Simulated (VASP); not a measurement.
# HfB2 (P1) in VASP: further runs, part 2 of 2

VASP 6.6.1. The steps go on from the part before.

## 3. Single point, PBE

INCAR reads:

```
  PREC = Accurate
  ENCUT = 520
  EDIFF = 1E-7
  ISMEAR = -1
  SIGMA = 0.08
  LREAL = F
  LASPH = T
  NELM = 60
  ALGO = Normal
  ISIF = 2
  LWAVE = F
  LCHARG = T
  GGA = PE
  LELF = T
  LVHAR = T
  NBANDS = 15
```

KPOINTS reads:

```
Automatic mesh
0
Gamma
  7 7 6
```

POSCAR reads:

```
HfB2
1.0
    3.1400000000      0.0000000000      0.0000000000
   -1.5700000000      2.7193197679      0.0000000000
    0.0000000000      0.0000000000      3.4800000000
Hf B
1 2
Direct
   -0.0038855079     -0.0028429904     -0.0011658046
    0.3775151487      0.7001092782      0.5132695402
    0.6866389944      0.3468308550      0.5059784483
```

Potentials or basis: VASP PAW PBE potentials, release 64 (Hf_pv, B).

Launch:

```sh
$ cat potpaw_PBE.64/Hf_pv/POTCAR potpaw_PBE.64/B/POTCAR > POTCAR
$ mpirun -np 1 vasp_std > vasp.out
```

OUTCAR:

```text
PREC = Accurate
   ENCUT = 520
   EDIFF = 1E-7
   ISMEAR = -1
   LREAL = F
   LASPH = T
   NELM = 60
   ISIF = 2
   GGA = PE

 ion  position               nearest neighbor table
   1  0.996  0.997  0.999-   2 2.38   2 2.46   3 2.46   3 2.48   3 2.50   2 2.51   3 2.52   3 2.54
                             2 2.55   2 2.57   3 2.58   2 2.62
   2  0.378  0.700  0.513-   3 1.76   3 1.80   3 1.88   1 2.38   1 2.46   1 2.51   1 2.55   1 2.57
                             1 2.62
   3  0.687  0.347  0.506-   2 1.76   2 1.80   2 1.88   1 2.46   1 2.48   1 2.50   1 2.52   1 2.54
                             1 2.58

  LATTYP: Found a hexagonal cell.
 ALAT       =     3.1400000000
 C/A-ratio  =     1.1082802548

  Lattice vectors:

 A1 = (   3.1400000000,   0.0000000000,   0.0000000000)
 A2 = (  -1.5700000000,   2.7193197679,   0.0000000000)
 A3 = (   0.0000000000,   0.0000000000,   3.4800000000)

Analysis of symmetry for initial positions (statically):
=====================================================================
 Subroutine PRICEL returns:
 Original cell was already a primitive cell.

 Routine SETGRP: Setting up the symmetry group for a
 hexagonal supercell.

 Subroutine GETGRP returns: Found  1 space group operations
 (whereof  1 operations were pure point group operations)
 out of a pool of 24 trial point group operations.

The static configuration has the point symmetry C_1 .

Analysis of symmetry for dynamics (positions and initial velocities):
=====================================================================
 Subroutine PRICEL returns:
 Original cell was already a primitive cell.

 Routine SETGRP: Setting up the symmetry group for a
 hexagonal supercell.

 Subroutine GETGRP returns: Found  1 space group operations
 (whereof  1 operations were pure point group operations)
 out of a pool of 24 trial point group operations.

The dynamic configuration has the point symmetry C_1 .

 Subroutine INISYM returns: Found  1 space group operations
 (whereof  1 operations are pure point group operations),
 and found     1 'primitive' translations

----------------------------------------------------------------------------------------

                                     Primitive cell

  volume of cell :      29.7146

  direct lattice vectors                    reciprocal lattice vectors
     3.140000000  0.000000000  0.000000000     0.318471338  0.183869512  0.000000000
    -1.570000000  2.719319768  0.000000000     0.000000000  0.367739025  0.000000000
     0.000000000  0.000000000  3.480000000     0.000000000  0.000000000  0.287356322

  length of vectors
     3.140000000  3.140000000  3.480000000     0.367739025  0.367739025  0.287356322

  position of ions in fractional coordinates (direct lattice)
     0.996114492  0.997157010  0.998834195
     0.377515149  0.700109278  0.513269540
     0.686638994  0.346830855  0.505978448

  ion indices of the primitive-cell ions
   primitive index   ion index
                 1           1
                 2           2
                 3           3

----------------------------------------------------------------------------------------

 KPOINTS: Automatic mesh

Automatic generation of k-mesh.
 Grid dimensions read from file:
 generate k-points for:    7    7    6
[... 47 lines left out ...]
   number of dos      NEDOS =    301   number of ions     NIONS =      3
   total plane-waves  NPLWV =  16128
   dimension x,y,z NGX =    24 NGY =   24 NGZ =   28
   dimension x,y,z NGXF=    48 NGYF=   48 NGZF=   56
   ions per type =               1   2
   NGX,Y,Z   is equivalent  to a cutoff of  12.71, 12.71, 13.38 a.u.
   NGXF,Y,Z  is equivalent  to a cutoff of  25.41, 25.41, 26.75 a.u.
 SYSTEM =  unknown system
   PREC   = accura    normal or accurate (medium, high low for compatibility)
   ISTART =      0    job   : 0-new  1-cont  2-samecut
   ICHARG =      2    charge: 1-file 2-atom 10-const
   ISPIN  =      1    spin polarized calculation?
   LNONCOLLINEAR =      F non collinear calculations
   LSORBIT =      F    spin-orbit coupling
   LASPH  =      T    aspherical Exc in radial PAW
   ENCUT  =  520.0 eV  38.22 Ry    6.18 a.u.   5.84  5.84  6.47*2*pi/ulx,y,z
   NELM   =     60;   NELMIN=  2; NELMDL= -5     # of ELM steps
   EDIFF  = 0.1E-06   stopping-criterion for ELM
   LREAL  =      F    real-space projection
   EDIFFG = 0.1E-05   stopping-criterion for IOM
   NSW    =      0    number of steps for IOM
   IBRION =     -1    ionic relax: 0-MD 1-quasi-New 2-CG
   NFREE  =      0    steps in history (QN), initial steepest desc. (CG)
   ISIF   =      2    stress and relaxation
   ISYM   =      2    0-nonsym 1-usesym 2-fastsym
   POTIM  = 0.5000    time-step for ionic-motion
   TEBEG  =    0.0;   TEEND  =   0.0 temperature during run
   PSTRESS=    0.0 pullay stress
   NELECT =      16.0000    total number of electrons
   NUPDOWN=      -1.0000    fix difference up-down
   EMIN   =  10.00;   EMAX   =-10.00  energy-range for DOS
   EFERMI =   0.00;   METHOD = LEGACY
   ISMEAR =    -1;   SIGMA  =   0.08  broadening in eV -4-tet -1-fermi 0-gaus
   EFERMI_NEDOS =   21; number of points for ismear=-14 and -15
   IALGO  =     38    algorithm
   IMIX   =      4    mixing-type and parameters
     AMIX     =   0.40;   BMIX     =  1.00
     AMIX_MAG =   1.60;   BMIX_MAG =  1.00
  volume/ion in A,a.u.               =       9.90        66.84
  Fermi-wavevector in a.u.,A,eV,Ry     =   1.331860  2.516850 24.134693  1.773850
  Thomas-Fermi vector in A             =   2.460838
   LORBIT       =      0    0 simple, 1 ext, 2 COOP (PROOUT), +10 PAW based schemes
   GGA     = PE    functional components
   LHFCALC =     F    Hartree Fock is set to
   AEXX    =    0.0000 exact exchange contribution
   IVDW    =     0    specifies the selected vdW correction
   LEPSILON=     F    determine dielectric tensor
   LRPA    =     F    only Hartree local field effects (RPA)
 non-spin polarized calculation
  energy-cutoff  :      520.00
  volume of cell :       29.71
 maximum number of plane-waves:       816
   NGX = 11   NGY = 11   NGZ = 13

 number of electron      15.9999998 magnetization

 Free energy of the ion-electron system (eV)
  ---------------------------------------------------
  ext. energy  EPLUGINS =         0.00000000
  ---------------------------------------------------
  free energy    TOTEN  =       -26.28209883 eV

  energy without entropy =      -26.27520006  energy(sigma->0) =      -26.27864944

 E-fermi :   7.4773     XC(G=0): -12.5927

 val. band max:        7.4192401215   @ k =   0.0000   0.1429   0.3333
 cond. band min:       7.5449602215   @ k =   0.1429  -0.2857   0.1667
 fundamental gap:      0.1257200999
 Fermi energy:         7.4772550977

 k-point     1 :       0.0000    0.0000    0.0000
  band No.  band energies     occupation
      1     -22.9669      2.00000
      2     -22.4732      2.00000
      3     -22.4540      2.00000
      4      -6.0861      2.00000
      5       4.4647      2.00000
      6       4.5163      2.00000
      7       4.9835      2.00000
      8       5.1215      2.00000
      9      11.4158      0.00000
     10      11.6894      0.00000
     11      11.7179      0.00000
     12      12.0285      0.00000
     13      12.4567      0.00000
     14      13.2443      0.00000
[... 401 lines left out ...]
      2     -22.8905      2.00000
      3     -22.8224      2.00000
      4      -1.8023      2.00000
      5      -0.2508      2.00000
      6       0.8987      2.00000
      7       4.5205      2.00000
      8       5.8584      2.00000
      9       8.8236      0.00000
     10       9.0894      0.00000
     11      12.2363      0.00000
     12      16.2656      0.00000
     13      16.6483      0.00000
     14      17.3367      0.00000
     15      18.1977      0.00000

 [... further k-points ...]

------------------------ aborting loop because EDIFF is reached ----------------------------------------

  FORCE on cell =-STRESS in cart. coord.  units (eV):
  Direction    XX          YY          ZZ          XY          YZ          ZX
  --------------------------------------------------------------------------------------
  -------------------------------------------------------------------------------------
  Total        0.5226110      0.3337949      0.5045506      0.2125541      0.1366039      0.1575515
  in kB       28.1786341     17.9978709     27.2048402     11.4606911      7.3655381      8.4950098
  external PRESSURE =      24.4604484 kB  Pullay stress =       0.0000000 kB

 VOLUME and BASIS-vectors are now :
 -----------------------------------------------------------------------------
  energy-cutoff  :      520.00
  volume of cell :       29.71
      direct lattice vectors                 reciprocal lattice vectors
     3.140000000  0.000000000  0.000000000     0.318471338  0.183869512  0.000000000
    -1.570000000  2.719319768  0.000000000     0.000000000  0.367739025  0.000000000
     0.000000000  0.000000000  3.480000000     0.000000000  0.000000000  0.287356322

 POSITION                                       TOTAL-FORCE (eV/Angst)
 -----------------------------------------------------------------------------------
      1.56226      2.71159      3.47594         1.045023      0.976332      0.591968
      0.08623      1.90382      1.78618        -1.064051     -1.195878     -0.438275
      1.61152      0.94314      1.76081         0.019028      0.219545     -0.153694
 -----------------------------------------------------------------------------------
    total drift:                               -0.000063     -0.000058     -0.000103

  FREE ENERGIE OF THE ION-ELECTRON SYSTEM (eV)
  ---------------------------------------------------
  free  energy   TOTEN  =       -26.2820988275 eV

  energy  without entropy=      -26.2752000555  energy(sigma->0) =      -26.27864944
```

OSZICAR:

```text
N       E                     dE             d eps       ncg     rms          rms(c)
DAV:   1     0.285015156960E+02    0.28502E+02   -0.80404E+03  4448   0.102E+03
DAV:   2    -0.271053851508E+02   -0.55607E+02   -0.52117E+02  5945   0.220E+02
DAV:   3    -0.286712866332E+02   -0.15659E+01   -0.15563E+01  5784   0.269E+01
DAV:   4    -0.286777814766E+02   -0.64948E-02   -0.64939E-02  5245   0.214E+00
DAV:   5    -0.286778184287E+02   -0.36952E-04   -0.36950E-04  5805   0.144E-01    0.530E+01
DAV:   6    -0.263982398495E+02    0.22796E+01   -0.28362E+00  5441   0.121E+01    0.387E+01
DAV:   7    -0.263468913204E+02    0.51349E-01   -0.96301E-01  5896   0.710E+00    0.117E+01
DAV:   8    -0.262863265789E+02    0.60565E-01   -0.23069E-01  5434   0.363E+00    0.163E+00
DAV:   9    -0.262822921910E+02    0.40344E-02   -0.19073E-02  5350   0.111E+00    0.411E-01
DAV:  10    -0.262820937342E+02    0.19846E-03   -0.77678E-04  5679   0.233E-01    0.253E-01
DAV:  11    -0.262821013451E+02   -0.76109E-05   -0.57081E-05  5609   0.566E-02    0.994E-02
DAV:  12    -0.262820987570E+02    0.25880E-05   -0.32542E-06  5357   0.134E-02    0.916E-03
DAV:  13    -0.262820988275E+02   -0.70503E-07   -0.27579E-07  5539   0.411E-03
   1 F= -.26282099E+02 E0= -.26278649E+02  d E =-.689877E-02
```

stdout:

```text
POSCAR found type information on POSCAR HfB
 POSCAR found :  2 types and       3 ions
 scaLAPACK will be used
 LDA part: xc-table for (Slater+PW92), standard interpolation
 POSCAR, INCAR and KPOINTS ok, starting setup
 FFT: planning ... GRIDC
 FFT: planning ... GRID_SOFT
 FFT: planning ... GRID
 WAVECAR not read
 entering main loop
```

Run time: 70 s. Hardware: 1 thread of Intel Xeon Platinum 8375C at 2.90GHz (Ice Lake), shared host; peak memory 0.19 GiB.

What came out:

```yaml
Free_energy: -26.2821 eV
Pressure: 2.4 GPa
Largest_force: 1.660 eV/Å
Band_gap_on_the_k_mesh: zero (bands 8 and 9 overlap by 0.91 eV)
```

Forces in eV/Å, atoms in the order of the input:
```
Hf   1.045  0.976  0.592
B   -1.064 -1.196 -0.438
B    0.019  0.220 -0.154
```

Stress tensor (GPa, compression positive):
```
2.82 1.15 0.85
1.15 1.80 0.74
0.85 0.74 2.72
```

Caveat: spin-orbit coupling is left out, which moves the levels of the heavy elements; forces of over 1 eV/Å act on the atoms, so gaps and moduli don't describe the material at rest.

The gap in the log of VASP goes by the Fermi energy; the results here count the filled bands.